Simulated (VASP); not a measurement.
Write the native input for VASP 6.6.1 that does the following.

```yaml
Task: single point
Functional: PBEsol
Dispersion: D3(BJ)
Potentials_or_basis: VASP PAW PBE potentials, release 64 (P)
Cutoff: 520 eV
k_mesh: 18 × 18 × 18
Occupations: gaussian, width 0.1 eV
Spin: no spin polarisation
Dipole_correction: no
Further_INCAR_settings: ALGO = Normal; EDIFF = 1e-07; NBANDS = 8
```

The structure of P lies in POSCAR:

```
P
1.0
    2.4676458270      0.0000000000      0.0000000000
    0.0000000000      2.4676458270      0.0000000000
    0.0000000000      0.0000000000      2.4678188250
P
1
Direct
    0.0000000000      0.0000000000      0.0000000000
```

This isn't the form of P at room conditions, which is orthorhombic.

The input as run:

INCAR

```
SYSTEM = P
ALGO = Normal
EDIFF = 1E-7
ENCUT = 520
GGA = PS
ISIF = 2
ISMEAR = 0
IVDW = 12
LASPH = .True.
LCHARG = .True.
LELF = .True.
LREAL = .False.
LVHAR = .True.
LWAVE = .False.
NBANDS = 8
NELM = 100
PREC = Accurate
SIGMA = 0.1
```

KPOINTS

```
k-points
0
Gamma
  18 18 18
  0 0 0
```

Potentials or basis: VASP PAW PBE potentials, release 64 (P).

Launch:

```console
$ cat potpaw_PBE.64/P/POTCAR > POTCAR
$ mpirun -np 1 vasp_std > vasp.out
```

Results of the run:

```yaml
Pressure: -10.2 GPa
Band_gap_on_the_k_mesh: zero (an odd number of electrons rules out a gap without spin polarisation)
Dispersion_energy_per_atom: -0.376 eV
```

Caveat: the cell stands under tension; the PAW data sets were made with another functional, which shifts forces and pressure a little.

Wall time 16 s on 1 thread of Intel(R) Xeon(R) 6975P-C (Granite Rapids), with other jobs on the host, peak memory 0.16 GiB.
